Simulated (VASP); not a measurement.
Set up this calculation in VASP 6.6.1, as the native input.

| Property | Result |
| --- | --- |
| Task | electric field gradients |
| Functional | PBE |
| Potentials or basis | VASP PAW PBE potentials, release 64 (Zn, S) |
| Cutoff | 520 eV |
| k mesh | 8 × 8 × 8 |
| Occupations | fermi-dirac, width 0.01 eV |
| Spin | no spin polarisation |
| Dipole correction | no |
| Further INCAR settings | ALGO = Normal; EDIFF = 1e-08; NBANDS = 16 |

The structure of ZnS lies in POSCAR:

```
ZnS
1.0
   -0.0540930000      2.6776035000      2.6776035000
    2.6776035000     -0.0540930000      2.6776035000
    2.6776035000      2.6776035000     -0.0540930000
Zn S
1 1
Direct
    0.0000000000      0.0000000000      0.0000000000
    0.7500000000      0.7500000000      0.7500000000
```

This cell differs from its parent crystal: equal xy, yz and zx shear strains of -2 %.

The input as run:

INCAR

```
SYSTEM = ZnS
PREC     = Accurate       ! precision mode
ENCUT    = 520            ! plane-wave cutoff, eV
EDIFF    = 1E-8           ! SCF threshold, eV
ISMEAR   = -1             ! smearing method
SIGMA    = 0.01           ! smearing width, eV
LREAL    = .FALSE.        ! projectors in reciprocal space
LASPH    = .TRUE.         ! aspherical terms in the spheres
NELM     = 100            ! most SCF steps
ALGO     = Normal         ! electronic algorithm
ISIF     = 2              ! what is computed and relaxed
LWAVE    = .FALSE.        ! write WAVECAR
LCHARG   = .FALSE.        ! write CHGCAR
GGA      = PE             ! functional
LEFG     = .TRUE.       
NBANDS   = 16             ! bands
```

KPOINTS

```
Automatic mesh
0
G
  8 8 8
  0 0 0
```

Potentials or basis: VASP PAW PBE potentials, release 64 (Zn, S).

Command:

```sh
$ cat potpaw_PBE.64/Zn/POTCAR potpaw_PBE.64/S/POTCAR > POTCAR
$ mpirun -np 1 vasp_std > vasp.out
```

Results of the run:

| Item | Value |
| --- | --- |
| Pressure | 1.7 GPa |
| Largest force | 0.223 eV/Å |
| Band gap on the k mesh | 2.03 eV |
| Largest electric field gradient by atom | Zn -12.8; S -6.1 V/Å² |

Caveat: the cell differs from its parent crystal (equal xy, yz and zx shear strains of -2 %); without QUAD_EFG the Cq values of the log hold for a quadrupole moment of 1 mb, not for the nuclei.

Run time: 61 s on 1 thread of Intel Xeon 8259CL, with other jobs on the host, peak memory 0.18 GiB.
